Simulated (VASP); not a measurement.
# Al3Ru2N (Cmmm) in VASP: single point with PBE

Aim: the single point of Al3Ru2N with PBE.

Everything below comes from runs of VASP 6.6.1. Logs are shortened: lines on timing, memory, paths and dates and some standing lists are left out, and cuts for length are marked.

### 1 The cell of the first run

Symmetry: Cmmm, No. 65, orthorhombic system. Conventional cell: a = 4.791 Å, b = 9.800 Å, c = 4.422 Å, α = 90.00°, β = 90.00°, γ = 90.00°. Within 2.3 Å of Al (site symmetry m2m) lie 1 N at 1.75 Å. Within 3.7 Å of Al (site symmetry mmm) lie 4 Ru at 2.73 Å and 4 N at 3.26 Å and 8 Al at 3.70 Å. Within 3.2 Å of Ru (site symmetry 2/m) lie 2 Ru at 2.40 Å and 6 Al at 2.61 to 2.73 Å. Within 2.3 Å of N (site symmetry mmm) lie 2 Al at 1.75 Å.

The cell was built from a structure type or drawn by symmetry, and may not be a known phase.

### 2 Single point, PBE

Contents of INCAR:

```
SYSTEM = Al3Ru2N
PREC     = Accurate       ! precision mode
ENCUT    = 520            ! plane-wave cutoff, eV
EDIFF    = 1E-6           ! SCF threshold, eV
ISMEAR   = 0              ! smearing method
SIGMA    = 0.1            ! smearing width, eV
LREAL    = .FALSE.        ! projectors in reciprocal space
LASPH    = .TRUE.         ! aspherical terms in the spheres
NELM     = 60             ! most SCF steps
ALGO     = Normal         ! electronic algorithm
ISIF     = 2              ! what is computed and relaxed
LWAVE    = .FALSE.        ! write WAVECAR
LCHARG   = .TRUE.         ! write CHGCAR
GGA      = PE             ! functional
LELF     = .TRUE.         ! ELF
LVHAR    = .TRUE.       
NBANDS   = 30             ! bands
```

Contents of KPOINTS:

```
regular mesh
0
G
  10 10 8
  0 0 0
```

Contents of POSCAR:

```
Al3Ru2N
1.0
    2.3954380215     -4.8998928496      0.0000000000
    2.3954380215      4.8998928496      0.0000000000
    0.0000000000      0.0000000000      4.4216651512
Al Ru N
3 2 1
Direct
    0.3219026236      0.6780973764      0.0000000000
    0.6780973764      0.3219026236      0.0000000000
    0.0000000000      0.0000000000      0.5000000000
    0.0000000000      0.5000000000      0.5000000000
    0.5000000000      0.0000000000      0.5000000000
    0.5000000000      0.5000000000      0.0000000000
```

Potentials or basis: VASP PAW PBE potentials, release 64 (Al, Ru_pv, N).

Started as:

```console
$ cat potpaw_PBE.64/Al/POTCAR potpaw_PBE.64/Ru_pv/POTCAR potpaw_PBE.64/N/POTCAR > POTCAR
$ mpirun -np 1 vasp_std > vasp.out
```

OUTCAR:

```text
SYSTEM = Al3Ru2N
   PREC = Accurate
   ENCUT = 520
   EDIFF = 1E-6
   ISMEAR = 0
   LREAL = .FALSE.
   LASPH = .TRUE.
   NELM = 60
   ISIF = 2
   GGA = PE

 ion  position               nearest neighbor table
   1  0.322  0.678  0.000-   6 1.75   5 2.61   4 2.61   4 2.61   5 2.61   2 2.78   2 2.78
   2  0.678  0.322  0.000-   6 1.75   5 2.61   4 2.61   4 2.61   5 2.61   1 2.78   1 2.78
   3  0.000  0.000  0.500-   4 2.73   5 2.73   4 2.73   5 2.73
   4  0.000  0.500  0.500-   5 2.40   5 2.40   1 2.61   1 2.61   2 2.61   2 2.61   3 2.73   3 2.73

   5  0.500  0.000  0.500-   4 2.40   4 2.40   1 2.61   1 2.61   2 2.61   2 2.61   3 2.73   3 2.73

   6  0.500  0.500  0.000-   1 1.75   2 1.75

  LATTYP: Found a base centered orthorhombic cell.
 ALAT       =     4.7908760430
 B/A-ratio  =     2.0455101763
 C/A-ratio  =     0.9229345764

  Lattice vectors:

 A1 = (   2.3954380215,  -4.8998928496,   0.0000000000)
 A2 = (   2.3954380215,   4.8998928496,   0.0000000000)
 A3 = (   0.0000000000,   0.0000000000,   4.4216651512)

Analysis of symmetry for initial positions (statically):
=====================================================================
 Subroutine PRICEL returns:
 Original cell was already a primitive cell.

 Routine SETGRP: Setting up the symmetry group for a
 base centered orthorhombic supercell.

 Subroutine GETGRP returns: Found  8 space group operations
 (whereof  8 operations were pure point group operations)
 out of a pool of  8 trial point group operations.

The static configuration has the point symmetry D_2h.

Analysis of symmetry for dynamics (positions and initial velocities):
=====================================================================
 Subroutine PRICEL returns:
 Original cell was already a primitive cell.

 Routine SETGRP: Setting up the symmetry group for a
 base centered orthorhombic supercell.

 Subroutine GETGRP returns: Found  8 space group operations
 (whereof  8 operations were pure point group operations)
 out of a pool of  8 trial point group operations.

The dynamic configuration has the point symmetry D_2h.

 Subroutine INISYM returns: Found  8 space group operations
 (whereof  8 operations are pure point group operations),
 and found     1 'primitive' translations

----------------------------------------------------------------------------------------

                                     Primitive cell

  volume of cell :     103.7976

  direct lattice vectors                    reciprocal lattice vectors
     2.395438021 -4.899892850  0.000000000     0.208730093 -0.102043048  0.000000000
     2.395438021  4.899892850  0.000000000     0.208730093  0.102043048  0.000000000
     0.000000000  0.000000000  4.421665151     0.000000000  0.000000000  0.226159143

  length of vectors
     5.454087756  5.454087756  4.421665151     0.232338191  0.232338191  0.226159143

  position of ions in fractional coordinates (direct lattice)
     0.321902624  0.678097376  0.000000000
     0.678097376  0.321902624  0.000000000
     0.000000000  0.000000000  0.500000000
     0.000000000  0.500000000  0.500000000
     0.500000000  0.000000000  0.500000000
     0.500000000  0.500000000  0.000000000

  ion indices of the primitive-cell ions
   primitive index   ion index
                 1           1
                 2           2
                 3           3
                 4           4
                 5           5
                 6           6

----------------------------------------------------------------------------------------

 KPOINTS: regular mesh

Automatic generation of k-mesh.
 Grid dimensions read from file:
 generate k-points for:   10   10    8

 Generating k-lattice:

  Cartesian coordinates                     Fractional coordinates (reciprocal lattice)
     0.020873009 -0.010204305  0.000000000     0.100000000  0.000000000  0.000000000
     0.020873009  0.010204305  0.000000000     0.000000000  0.100000000  0.000000000
     0.000000000  0.000000000  0.028269893     0.000000000  0.000000000  0.125000000

  Length of vectors
     0.023233819  0.023233819  0.028269893

  Shift w.r.t. Gamma in fractional coordinates (k-lattice)
     0.000000000  0.000000000  0.000000000

 Subroutine IBZKPT returns following result:
 ===========================================

 Found    155 irreducible k-points:

 Following reciprocal coordinates:
            Coordinates               Weight
  0.000000  0.000000  0.000000      1.000000
  0.100000  0.000000  0.000000      4.000000
  0.200000  0.000000  0.000000      4.000000
  0.300000 -0.000000  0.000000      4.000000
  0.400000 -0.000000  0.000000      4.000000
  0.500000 -0.000000  0.000000      2.000000
[... 16 lines left out ...]
  0.300000  0.300000  0.000000      2.000000
  0.400000  0.300000  0.000000      4.000000
 [... further k-points ...]
   k-points           NKPTS =    155   k-points in BZ     NKDIM =    155   number of bands    NBANDS=     30
   number of dos      NEDOS =    301   number of ions     NIONS =      6
   total plane-waves  NPLWV =  63504
   dimension x,y,z NGX =    42 NGY =   42 NGZ =   36
   dimension x,y,z NGXF=    84 NGYF=   84 NGZF=   72
   ions per type =               3   2   1
   NGX,Y,Z   is equivalent  to a cutoff of  12.80, 12.80, 13.54 a.u.
   NGXF,Y,Z  is equivalent  to a cutoff of  25.60, 25.60, 27.07 a.u.
 SYSTEM =  Al3Ru2N
   PREC   = accura    normal or accurate (medium, high low for compatibility)
   ISTART =      0    job   : 0-new  1-cont  2-samecut
   ICHARG =      2    charge: 1-file 2-atom 10-const
   ISPIN  =      1    spin polarized calculation?
   LNONCOLLINEAR =      F non collinear calculations
   LSORBIT =      F    spin-orbit coupling
   LASPH  =      T    aspherical Exc in radial PAW
   ENCUT  =  520.0 eV  38.22 Ry    6.18 a.u.  10.14 10.14  8.22*2*pi/ulx,y,z
   NELM   =     60;   NELMIN=  2; NELMDL= -5     # of ELM steps
   EDIFF  = 0.1E-05   stopping-criterion for ELM
   LREAL  =      F    real-space projection
   EDIFFG = 0.1E-04   stopping-criterion for IOM
   NSW    =      0    number of steps for IOM
   IBRION =     -1    ionic relax: 0-MD 1-quasi-New 2-CG
   NFREE  =      0    steps in history (QN), initial steepest desc. (CG)
   ISIF   =      2    stress and relaxation
   ISYM   =      2    0-nonsym 1-usesym 2-fastsym
   POTIM  = 0.5000    time-step for ionic-motion
   TEBEG  =    0.0;   TEEND  =   0.0 temperature during run
   PSTRESS=    0.0 pullay stress
   NELECT =      42.0000    total number of electrons
   NUPDOWN=      -1.0000    fix difference up-down
   EMIN   =  10.00;   EMAX   =-10.00  energy-range for DOS
   EFERMI =   0.00;   METHOD = LEGACY
   ISMEAR =     0;   SIGMA  =   0.10  broadening in eV -4-tet -1-fermi 0-gaus
   EFERMI_NEDOS =   21; number of points for ismear=-14 and -15
   IALGO  =     38    algorithm
   IMIX   =      4    mixing-type and parameters
     AMIX     =   0.40;   BMIX     =  1.00
     AMIX_MAG =   1.60;   BMIX_MAG =  1.00
  volume/ion in A,a.u.               =      17.30       116.74
  Fermi-wavevector in a.u.,A,eV,Ry     =   1.210864  2.288202 19.948758  1.466192
  Thomas-Fermi vector in A             =   2.346398
   LORBIT       =      0    0 simple, 1 ext, 2 COOP (PROOUT), +10 PAW based schemes
   GGA     = PE    functional components
   LHFCALC =     F    Hartree Fock is set to
   AEXX    =    0.0000 exact exchange contribution
   IVDW    =     0    specifies the selected vdW correction
   LEPSILON=     F    determine dielectric tensor
   LRPA    =     F    only Hartree local field effects (RPA)
 non-spin polarized calculation
 Gauss-broadening in eV      SIGMA  =   0.10
  energy-cutoff  :      520.00
  volume of cell :      103.80
 maximum number of plane-waves:      2818
 NGX is ok and might be reduce to    42
   NGX = 21   NGY = 21   NGZ = 17

 number of electron      41.9999995 magnetization

 Free energy of the ion-electron system (eV)
  ---------------------------------------------------
  ext. energy  EPLUGINS =         0.00000000
  ---------------------------------------------------
  free energy    TOTEN  =       -36.44950748 eV

  energy without entropy =      -36.42365417  energy(sigma->0) =      -36.43658083

 E-fermi :   5.9704     XC(G=0): -10.3281

 val. band max:        5.9703343822   @ k =   0.0000   0.0000   0.5000
 cond. band min:       5.9704409120   @ k =   0.5000   0.3000   0.3750
 fundamental gap:      0.0001065298
 Fermi energy:         5.9703931596

 k-point     1 :       0.0000    0.0000    0.0000
  band No.  band energies     occupation
      1     -37.4381      2.00000
      2     -36.2743      2.00000
      3     -36.0822      2.00000
      4     -36.0606      2.00000
      5     -35.9335      2.00000
      6     -35.8344      2.00000
[... 22 lines left out ...]
     29      10.9963      0.00000
     30      12.3435      0.00000

 k-point     2 :       0.1000    0.0000    0.0000
  band No.  band energies     occupation
      1     -37.4028      2.00000
      2     -36.2697      2.00000
      3     -36.0870      2.00000
      4     -36.0560      2.00000
      5     -35.9623      2.00000
      6     -35.8507      2.00000
[... 22 lines left out ...]
     29      11.0076      0.00000
     30      12.2679      0.00000

 k-point     3 :       0.2000    0.0000    0.0000
  band No.  band energies     occupation
      1     -37.2997      2.00000
      2     -36.2563      2.00000
      3     -36.1008      2.00000
      4     -36.0643      2.00000
      5     -36.0428      2.00000
      6     -35.8789      2.00000
[... 22 lines left out ...]
     29      11.2295      0.00000
     30      12.1251      0.00000

 k-point     4 :       0.3000   -0.0000    0.0000
  band No.  band energies     occupation
      1     -37.1373      2.00000
      2     -36.2369      2.00000
      3     -36.2352      2.00000
      4     -36.1223      2.00000
      5     -36.0220      2.00000
      6     -35.9064      2.00000
[... 616 lines left out ...]
     29      10.9863      0.00000
     30      11.7900      0.00000

 k-point    23 :       0.3000    0.3000    0.0000
  band No.  band energies     occupation
      1     -36.9296      2.00000
      2     -36.4557      2.00000
      3     -36.2086      2.00000
      4     -36.1493      2.00000
      5     -35.9959      2.00000
      6     -35.9354      2.00000
[... 22 lines left out ...]
     29      11.5505      0.00000
     30      12.3695      0.00000

 k-point    24 :       0.4000    0.3000    0.0000
  band No.  band energies     occupation
      1     -37.1374      2.00000
      2     -36.2369      2.00000
      3     -36.2352      2.00000
      4     -36.1223      2.00000
      5     -36.0224      2.00000
      6     -35.9062      2.00000
[... 22 lines left out ...]
     29      11.3403      0.00000
     30      11.7062      0.00000

 [... further k-points ...]

------------------------ aborting loop because EDIFF is reached ----------------------------------------

  FORCE on cell =-STRESS in cart. coord.  units (eV):
  Direction    XX          YY          ZZ          XY          YZ          ZX
  --------------------------------------------------------------------------------------
  -------------------------------------------------------------------------------------
  Total        0.0353968      0.0102665     -0.0626553      0.0000000      0.0000000      0.0000000
  in kB        0.5463701      0.1584699     -0.9671213      0.0000000      0.0000000      0.0000000
  external PRESSURE =      -0.0874271 kB  Pullay stress =       0.0000000 kB

 VOLUME and BASIS-vectors are now :
 -----------------------------------------------------------------------------
  energy-cutoff  :      520.00
  volume of cell :      103.80
      direct lattice vectors                 reciprocal lattice vectors
     2.395438021 -4.899892850  0.000000000     0.208730093 -0.102043048  0.000000000
     2.395438021  4.899892850  0.000000000     0.208730093  0.102043048  0.000000000
     0.000000000  0.000000000  4.421665151     0.000000000  0.000000000  0.226159143

 POSITION                                       TOTAL-FORCE (eV/Angst)
 -----------------------------------------------------------------------------------
      2.39544      1.74532      0.00000        -0.000000      0.021051      0.000000
      2.39544     -1.74532      0.00000        -0.000000     -0.021051     -0.000000
      0.00000      0.00000      2.21083        -0.000000      0.000000     -0.000000
      1.19772      2.44995      2.21083        -0.000000      0.000000     -0.000000
      1.19772     -2.44995      2.21083         0.000000     -0.000000     -0.000000
      2.39544      0.00000      0.00000        -0.000000      0.000000     -0.000000
 -----------------------------------------------------------------------------------
    total drift:                                0.000000      0.000000     -0.000000

  FREE ENERGIE OF THE ION-ELECTRON SYSTEM (eV)
  ---------------------------------------------------
  free  energy   TOTEN  =       -36.4495074792 eV

  energy  without entropy=      -36.4236541745  energy(sigma->0) =      -36.43658083
```

It took 8.2 min on 1 thread of Intel Xeon Platinum 8488C (Sapphire Rapids), shared host; peak memory 0.54 GiB.

What came out:

* Free energy: -36.4495 eV
* Pressure: 0.0 GPa
* Largest force: 0.021 eV/Å
* Band gap on the k mesh: zero (bands 21 and 22 overlap by 1.69 eV)

Forces in eV/Å, atoms in the order of the input:
```
Al   0.000  0.021  0.000
Al   0.000 -0.021  0.000
Al   0.000  0.000  0.000
Ru   0.000  0.000  0.000
Ru   0.000  0.000  0.000
N    0.000  0.000  0.000
```

Stress tensor (GPa, compression positive):
```
 0.05  0.00  0.00
 0.00  0.02  0.00
 0.00  0.00 -0.10
```
